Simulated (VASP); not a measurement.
Here is a VASP 6.6.1 calculation.

INCAR

```
SYSTEM = Pb
ALGO = Normal
EDIFF = 1E-6
ENCUT = 500
GGA = CA
GGA_COMPAT = .False.
ISIF = 2
ISMEAR = -1
LASPH = .True.
LCHARG = .False.
LREAL = .False.
LWAVE = .False.
NBANDS = 13
NELM = 120
PREC = Accurate
SIGMA = 0.05
```

The input KPOINTS:

```
k-points
0
Gamma
  15 15 15
  0 0 0
```

POSCAR

```
Pb
1.0
    0.0000000000      2.0346714690      2.0346714690
    2.0346714690      0.0000000000      2.0346714690
    2.0346714690      2.0346714690      0.0000000000
Pb
1
Direct
    0.0000000000      0.0000000000      0.0000000000
```

Potentials or basis: VASP PAW LDA potentials, release 64 (Pb_d).

Run with:

```bash
$ cat potpaw_LDA.64/Pb_d/POTCAR > POTCAR
$ mpirun -np 1 vasp_std > vasp.out
```

Task: What does it give for the pressure?

Result: 110.1 GPa.

Task: What does it give for the band gap on the k mesh?

Result: Zero (bands 7 and 8 overlap by 11.73 eV).

Caveat: the cell stands under pressure; spin-orbit coupling is left out, which moves the levels of the heavy elements.
